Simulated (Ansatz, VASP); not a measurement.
# PbS in VASP and in Ansatz

```
CELL_PARAMETERS angstrom
4.20431 -0.02981 0.00000
0.02850 4.20432 0.00000
0.00000 0.00000 20.85535
ATOMIC_POSITIONS crystal
Pb 0.02562 0.02562 0.43154
Pb 0.52533 0.52533 0.56846
S 0.52546 0.52546 0.43989
S 0.02549 0.02549 0.56012
```

Alike in both runs: functional PBE; dispersion D3(BJ); k mesh 6 × 6 × 1; occupations gaussian, width 0.05 eV; no spin polarisation.

Ansatz relaxed the structure, and its values are those at the end. VASP's run is a single point on that final structure, the one shown.

```csv
,VASP,Ansatz
version,VASP 6.6.1,Ansatz 0.2.0
potentials or method,"VASP PAW PBE potentials, release 64 (Pb_d, S), cutoff 520 eV","scalar-relativistic, plane waves, PAW"
valence electrons in the cell,40,40
```

```tsv
	VASP	Ansatz	Ansatz less VASP
gap on the k mesh at the Fermi level (eV)	2.05	2.05	-0.001
rms of the force components (eV/Å)	0.007	0.006	-0.0005
```

Spin-orbit coupling is off throughout.
